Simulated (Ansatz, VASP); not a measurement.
# One calculation of LaP, two programs

INCAR

```
PREC = Accurate ; ENCUT = 520
EDIFF = 1E-7 ; ISMEAR = -1
SIGMA = 0.05 ; LREAL = F
LASPH = T ; NELM = 60
ALGO = Normal ; ISIF = 2
LWAVE = F ; LCHARG = F
NBANDS = 15
```

The input KPOINTS:

```
Automatic mesh
0
Gamma
  10 10 10
```

File POSCAR:

```
LaP
1.0
    0.0000000000      3.0332503348      3.0332503348
    3.0332503348      0.0000000000      3.0332503348
    3.0332503348      3.0332503348      0.0000000000
La P
1 1
Direct
    0.0000000000      0.0000000000      0.0000000000
    0.5000000000      0.5000000000      0.5000000000
```

Input for Ansatz:

```yaml
crystal:
  lattice:
    - [0.0, 3.0332503348, 3.0332503348]
    - [3.0332503348, 0.0, 3.0332503348]
    - [3.0332503348, 3.0332503348, 0.0]
  atoms:
    - { symbol: La, position: [0.0, 0.0, 0.0] }
    - { symbol: P, position: [0.5, 0.5, 0.5] }
kpoints:
  mp_grid: { grid: [10, 10, 10] }
  band_path:
    path:
      - [0.0, 0.0, 0.0]
      - [0.5, 0.0, 0.5]
      - [0.625, 0.25, 0.625]
      - [0.375, 0.375, 0.75]
      - [0.0, 0.0, 0.0]
      - [0.5, 0.5, 0.5]
      - [0.5, 0.25, 0.75]
      - [0.5, 0.0, 0.5]
    npoints: 6
scf:
  occupations: { method: fermi_dirac, width: 0.05 }
hamiltonian:
  xc: lda
  pseudopotentials: { kind: paw }
output:
  forces: true
  stress: true
  eigenvalues: true
  populations: true
  write_density: true
  write_potential: true
  elf: true
  volumetric_format: npy
```

Change from the starting cell: volume scaled by 1, PAW files.

Alike in both runs: task single point; functional LDA; k mesh 10 × 10 × 10; occupations fermi-dirac, width 0.05 eV; no spin polarisation.

|  | VASP | Ansatz |
| --- | --- | --- |
| version | VASP 6.6.1 | Ansatz 0.2.0 |
| potentials or method | VASP PAW LDA potentials, release 64 (La, P) | PAW with Ansatz's default frozen-core files, scalar-relativistic |
| plane-wave cutoff (eV) | 520 | 420 |
| valence electrons in the cell | 16 | 16 |

|  | VASP | Ansatz | Ansatz less VASP |
| --- | --- | --- | --- |
| pressure (GPa) | -4.6 | -4.6 | +0.03 |

LDA's correlation is that of Perdew and Zunger in VASP and of Perdew and Wang (1992) in Ansatz.

Neither program's run includes spin-orbit coupling.
